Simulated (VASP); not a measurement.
# Al9N in VASP: relaxation of the atoms with PBE

Aim: the relaxation of the atoms of Al9N with PBE.

Program: VASP 6.6.1. These are calculated values, not measurements. Logs are shortened: lines on timing, memory, paths and dates and some standing lists are left out, and cuts for length are marked.

## 1. The cell of the first run

The cell holds a slab with vacuum, 10 atoms: a = 2.854 Å, b = 2.854 Å, c = 34.261 Å, α = 90.00°, β = 90.00°, γ = 120.00°.

## 2. Relaxation of the atoms, PBE

Input file INCAR:

```
SYSTEM = Al9N
PREC     = Accurate       ! precision mode
ENCUT    = 520            ! plane-wave cutoff, eV
EDIFF    = 1E-6           ! SCF threshold, eV
ISMEAR   = 0              ! smearing method
SIGMA    = 0.1            ! smearing width, eV
LREAL    = .False.        ! projectors in reciprocal space
LASPH    = .True.         ! aspherical terms in the spheres
NELM     = 100            ! most SCF steps
ALGO     = Fast           ! electronic algorithm
ISIF     = 2              ! what is computed and relaxed
LWAVE    = .False.        ! write WAVECAR
LCHARG   = .False.        ! write CHGCAR
LDIPOL   = .True.       
IDIPOL   = 3            
DIPOL    = 0.5 0.5 0.423
GGA      = PE             ! functional
IBRION   = 2              ! ionic algorithm
NSW      = 36             ! ionic steps
EDIFFG   = -0.025         ! ionic threshold
KPAR     = 4
```

Input file KPOINTS:

```
Automatic mesh
0
Gamma
  9 9 1
  0 0 0
```

Input file POSCAR:

```
Al9N
1.0
    2.8535431553      0.0000000000      0.0000000000
   -1.4267715776      2.4712408633      0.0000000000
    0.0000000000      0.0000000000     34.2605581613
Al N
9 1
Selective dynamics
Direct
    0.3333333333      0.6666666667      0.1167523302  F F F
    0.0000000000      0.0000000000      0.1852090271  F F F
    0.6666666667      0.3333333333      0.2536657239  F F F
    0.0000000000      0.0000000000      0.3221224208  F F F
    0.3333333333      0.6666666667      0.3899858396  F F F
    0.0000000000      0.0000000000      0.4578168550  F F F
    0.6666666667      0.3333333333      0.5268325041  F F F
    0.0000000000      0.0000000000      0.5950901740  F F F
    0.3333333333      0.6666666667      0.6643370506  F F F
    0.3333333333      0.8333333333      0.7167658465  F F T
```

Potentials or basis: VASP PAW PBE potentials, release 64 (Al, N).

The run is started by

```
cat potpaw_PBE.64/Al/POTCAR potpaw_PBE.64/N/POTCAR > POTCAR
mpirun -np 4 vasp_std > vasp.out
```

OUTCAR:

```text
SYSTEM = Al9N
   PREC = Accurate
   ENCUT = 520
   EDIFF = 1E-6
   ISMEAR = 0
   LREAL = .False.
   LASPH = .True.
   NELM = 100
   ISIF = 2
   GGA = PE
   IBRION = 2
   NSW = 36
   EDIFFG = -0.025

 ion  position               nearest neighbor table
   1  0.333  0.667  0.117-   2 2.87   2 2.87   2 2.87
   2  0.000  0.000  0.185-   3 2.87   3 2.87   3 2.87   1 2.87   1 2.87   1 2.87
   3  0.667  0.333  0.254-   2 2.87   2 2.87   2 2.87   4 2.87   4 2.87   4 2.87
   4  0.000  0.000  0.322-   5 2.85   5 2.85   5 2.85   3 2.87   3 2.87   3 2.87
   5  0.333  0.667  0.390-   6 2.85   6 2.85   6 2.85   4 2.85   4 2.85   4 2.85
   6  0.000  0.000  0.458-   5 2.85   5 2.85   5 2.85   7 2.88   7 2.88   7 2.88
   7  0.667  0.333  0.527-   8 2.86   8 2.86   8 2.86   6 2.88   6 2.88   6 2.88
   8  0.000  0.000  0.595-   7 2.86   7 2.86   7 2.86   9 2.89   9 2.89   9 2.89
   9  0.333  0.667  0.664-  10 1.86   8 2.89   8 2.89   8 2.89
  10  0.333  0.833  0.717-   9 1.86

  LATTYP: Found a hexagonal cell.
 ALAT       =     2.8535431553
 C/A-ratio  =    12.0063220693

  Lattice vectors:

 A1 = (   2.8535431553,   0.0000000000,   0.0000000000)
 A2 = (  -1.4267715776,   2.4712408633,   0.0000000000)
 A3 = (   0.0000000000,   0.0000000000,  34.2605581613)

Analysis of symmetry for initial positions (statically):
=====================================================================
 Subroutine PRICEL returns:
 Original cell was already a primitive cell.

 Routine SETGRP: Setting up the symmetry group for a
 hexagonal supercell.

 Subroutine GETGRP returns: Found  1 space group operations
 (whereof  1 operations were pure point group operations)
 out of a pool of 24 trial point group operations.

The static configuration has the point symmetry C_1 .

Analysis of symmetry for dynamics (positions and initial velocities):
=====================================================================
 Subroutine PRICEL returns:
 Original cell was already a primitive cell.

 Routine SETGRP: Setting up the symmetry group for a
 hexagonal supercell.

 Subroutine GETGRP returns: Found  1 space group operations
 (whereof  1 operations were pure point group operations)
 out of a pool of 24 trial point group operations.

The dynamic configuration has the point symmetry C_1 .

Analysis of constrained symmetry for selective dynamics:
=====================================================================
 Subroutine PRICEL returns:
 Original cell was already a primitive cell.

 Routine SETGRP: Setting up the symmetry group for a
 hexagonal supercell.

 Subroutine GETGRP returns: Found  1 space group operations
 (whereof  1 operations were pure point group operations)
 out of a pool of 24 trial point group operations.

The constrained configuration has the point symmetry C_1 .

 Subroutine INISYM returns: Found  1 space group operations
 (whereof  1 operations are pure point group operations),
 and found     1 'primitive' translations

----------------------------------------------------------------------------------------

                                     Primitive cell

  volume of cell :     241.5983

  direct lattice vectors                    reciprocal lattice vectors
     2.853543155  0.000000000  0.000000000     0.350441520  0.202327506  0.000000000
    -1.426771578  2.471240863  0.000000000     0.000000000  0.404655012  0.000000000
     0.000000000  0.000000000 34.260558161     0.000000000  0.000000000  0.029188083

  length of vectors
     2.853543155  2.853543155 34.260558161     0.404655012  0.404655012  0.029188083

  position of ions in fractional coordinates (direct lattice)
     0.333333333  0.666666667  0.116752330
     0.000000000  0.000000000  0.185209027
     0.666666667  0.333333333  0.253665724
     0.000000000  0.000000000  0.322122421
     0.333333333  0.666666667  0.389985840
     0.000000000  0.000000000  0.457816855
     0.666666667  0.333333333  0.526832504
     0.000000000  0.000000000  0.595090174
     0.333333333  0.666666667  0.664337051
     0.333333333  0.833333333  0.716765847

  ion indices of the primitive-cell ions
   primitive index   ion index
                 1           1
                 2           2
                 3           3
                 4           4
                 5           5
                 6           6
                 7           7
                 8           8
                 9           9
                10          10

----------------------------------------------------------------------------------------

 KPOINTS: Automatic mesh

Automatic generation of k-mesh.
 Grid dimensions read from file:
 generate k-points for:    9    9    1

 Generating k-lattice:

  Cartesian coordinates                     Fractional coordinates (reciprocal lattice)
     0.038937947  0.022480834  0.000000000     0.111111111 -0.000000000  0.000000000
     0.000000000  0.044961668  0.000000000     0.000000000  0.111111111  0.000000000
     0.000000000  0.000000000  0.029188083     0.000000000  0.000000000  1.000000000

  Length of vectors
     0.044961668  0.044961668  0.029188083

  Shift w.r.t. Gamma in fractional coordinates (k-lattice)
     0.000000000  0.000000000  0.000000000

 Subroutine IBZKPT returns following result:
 ===========================================

 Found     41 irreducible k-points:

 Following reciprocal coordinates:
            Coordinates               Weight
  0.000000  0.000000  0.000000      1.000000
  0.111111  0.000000  0.000000      2.000000
  0.000000  0.111111  0.000000      2.000000
 -0.111111  0.111111  0.000000      2.000000
  0.222222  0.000000  0.000000      2.000000
  0.000000  0.222222  0.000000      2.000000
[... 16 lines left out ...]
  0.333333  0.111111  0.000000      2.000000
 -0.111111  0.444444  0.000000      2.000000
 [... further k-points ...]
   k-points           NKPTS =     41   k-points in BZ     NKDIM =     41   number of bands    NBANDS=     22
   number of dos      NEDOS =    301   number of ions     NIONS =     10
   total plane-waves  NPLWV = 147456
   dimension x,y,z NGX =    24 NGY =   24 NGZ =  256
   dimension x,y,z NGXF=    48 NGYF=   48 NGZF=  512
   ions per type =               9   1
   NGX,Y,Z   is equivalent  to a cutoff of  13.98, 13.98, 12.42 a.u.
   NGXF,Y,Z  is equivalent  to a cutoff of  27.96, 27.96, 24.84 a.u.
 SYSTEM =  Al9N
   PREC   = accura    normal or accurate (medium, high low for compatibility)
   ISTART =      0    job   : 0-new  1-cont  2-samecut
   ICHARG =      2    charge: 1-file 2-atom 10-const
   ISPIN  =      1    spin polarized calculation?
   LNONCOLLINEAR =      F non collinear calculations
   LSORBIT =      F    spin-orbit coupling
   LASPH  =      T    aspherical Exc in radial PAW
   ENCUT  =  520.0 eV  38.22 Ry    6.18 a.u.   5.31  5.31 63.70*2*pi/ulx,y,z
   NELM   =    100;   NELMIN=  2; NELMDL= -5     # of ELM steps
   EDIFF  = 0.1E-05   stopping-criterion for ELM
   LREAL  =      F    real-space projection
   EDIFFG = -.3E-01   stopping-criterion for IOM
   NSW    =     36    number of steps for IOM
   IBRION =      2    ionic relax: 0-MD 1-quasi-New 2-CG
   NFREE  =      1    steps in history (QN), initial steepest desc. (CG)
   ISIF   =      2    stress and relaxation
   ISYM   =      2    0-nonsym 1-usesym 2-fastsym
   POTIM  = 0.5000    time-step for ionic-motion
   TEBEG  =    0.0;   TEEND  =   0.0 temperature during run
   PSTRESS=    0.0 pullay stress
   NELECT =      32.0000    total number of electrons
   NUPDOWN=      -1.0000    fix difference up-down
   EMIN   =  10.00;   EMAX   =-10.00  energy-range for DOS
   EFERMI =   0.00;   METHOD = LEGACY
   ISMEAR =     0;   SIGMA  =   0.10  broadening in eV -4-tet -1-fermi 0-gaus
   EFERMI_NEDOS =   21; number of points for ismear=-14 and -15
   IALGO  =     68    algorithm
   IMIX   =      4    mixing-type and parameters
     AMIX     =   0.40;   BMIX     =  1.00
     AMIX_MAG =   1.60;   BMIX_MAG =  1.00
  volume/ion in A,a.u.               =      24.16       163.04
  Fermi-wavevector in a.u.,A,eV,Ry     =   0.834501  1.576978  9.474986  0.696392
  Thomas-Fermi vector in A             =   1.947903
   LORBIT       =      0    0 simple, 1 ext, 2 COOP (PROOUT), +10 PAW based schemes
   GGA     = PE    functional components
   LHFCALC =     F    Hartree Fock is set to
   AEXX    =    0.0000 exact exchange contribution
   IVDW    =     0    specifies the selected vdW correction
   LEPSILON=     F    determine dielectric tensor
   LRPA    =     F    only Hartree local field effects (RPA)
 conjugate gradient relaxation of ions
 non-spin polarized calculation
 RMM-DIIS sequential band-by-band and
 Gauss-broadening in eV      SIGMA  =   0.10
  energy-cutoff  :      520.00
  volume of cell :      241.60
 maximum number of plane-waves:      6547
 NGX is ok and might be reduce to    24
   NGX = 11   NGY = 11   NGZ =127

 dipolmoment           0.000000      0.000000     -0.103466 electrons x Angstroem

--------------------------------------- Ionic step        1  -------------------------------------------

 number of electron      31.9999999 magnetization

 Free energy of the ion-electron system (eV)
  ---------------------------------------------------
  ext. energy  EPLUGINS =         0.00000000
  ---------------------------------------------------
  free energy    TOTEN  =       -37.76347382 eV

  energy without entropy =      -37.73434957  energy(sigma->0) =      -37.74891169

------------------------ aborting loop because EDIFF is reached ----------------------------------------

  FORCE on cell =-STRESS in cart. coord.  units (eV):
  Direction    XX          YY          ZZ          XY          YZ          ZX
  --------------------------------------------------------------------------------------
  -------------------------------------------------------------------------------------
  Total       -1.7010436     -1.7564526     -1.3498173      0.0219880      0.6166944     -0.2923269
  in kB      -11.2805970    -11.6480454     -8.9514138      0.1458151      4.0896546     -1.9385877
  external PRESSURE =     -10.6266854 kB  Pullay stress =       0.0000000 kB
[... 75 lines left out ...]
--------------------------------------- Ionic step        3  -------------------------------------------

 number of electron      32.0000000 magnetization

 dipolmoment           0.000000      0.000000      0.172295 electrons x Angstroem

 Free energy of the ion-electron system (eV)
  ---------------------------------------------------
  ext. energy  EPLUGINS =         0.00000000
  ---------------------------------------------------
  free energy    TOTEN  =       -37.77621695 eV

  energy without entropy =      -37.74611127  energy(sigma->0) =      -37.76116411

 E-fermi :   2.7482     XC(G=0):  -7.1844

 val. band max:        2.7384858371   @ k =   0.0000   0.0000   0.0000
 cond. band min:       2.7538957222   @ k =  -0.4444  -0.2222   0.0000
 fundamental gap:      0.0154098851
 Fermi energy:         2.7482053483

 k-point     1 :       0.0000    0.0000    0.0000
  band No.  band energies     occupation
      1     -11.2160      2.00000
      2      -8.3177      2.00000
      3      -8.0408      2.00000
      4      -7.6681      2.00000
      5      -7.0794      2.00000
      6      -6.3538      2.00000
[... 589 lines left out ...]
     21       4.3064      0.00000
     22       4.5728      0.00000

 [... further k-points ...]

------------------------ aborting loop because EDIFF is reached ----------------------------------------

 vacuum level on the upper side and lower side of the slab       (xc-potential included)         1.962        -2.396

  FORCE on cell =-STRESS in cart. coord.  units (eV):
  Direction    XX          YY          ZZ          XY          YZ          ZX
  --------------------------------------------------------------------------------------
  -------------------------------------------------------------------------------------
  Total       -1.5801373     -1.6261761     -0.2713454     -0.0179651      0.9228134     -0.4670185
  in kB      -10.4787976    -10.7841075     -1.7994472     -0.1191369      6.1197051     -3.0970676
  external PRESSURE =      -7.6874507 kB  Pullay stress =       0.0000000 kB
[... 25 lines left out ...]
  FREE ENERGIE OF THE ION-ELECTRON SYSTEM (eV)
  ---------------------------------------------------
  free  energy   TOTEN  =       -37.7762169463 eV

  energy  without entropy=      -37.7461112729  energy(sigma->0) =      -37.76116411

 reached required accuracy - stopping structural energy minimisation

 vacuum level on the upper side and lower side of the slab        10.997         6.565
```

Run time: 9 min. Hardware: 4 MPI ranks of Oxide Virtual Turin-like, shared host; peak memory 0.49 GiB.

What came out:

* Free energy: -37.7762 eV
* Energy gained by relaxing: 1.3 meV/atom
* Ionic steps: 3

Step by step:
```tsv
step	energy change (eV)	largest force on free atoms (eV/Å)	pressure (GPa)
1	0.0000	0.5930	-1.06
2	-0.0114	0.1977	-0.87
3	-0.0127	0.0016	-0.77
```

Final structure:
```
CELL_PARAMETERS angstrom
2.85354 0.00000 0.00000
-1.42677 2.47124 0.00000
0.00000 0.00000 34.26056
ATOMIC_POSITIONS crystal
Al 0.33333 0.66667 0.11675
Al 0.00000 0.00000 0.18521
Al 0.66667 0.33333 0.25367
Al 0.00000 0.00000 0.32212
Al 0.33333 0.66667 0.38999
Al 0.00000 0.00000 0.45782
Al 0.66667 0.33333 0.52683
Al 0.00000 0.00000 0.59509
Al 0.33333 0.66667 0.66434
N 0.33333 0.83333 0.71555
```

Caveat: the highest band is partly filled, so the run has too few bands.
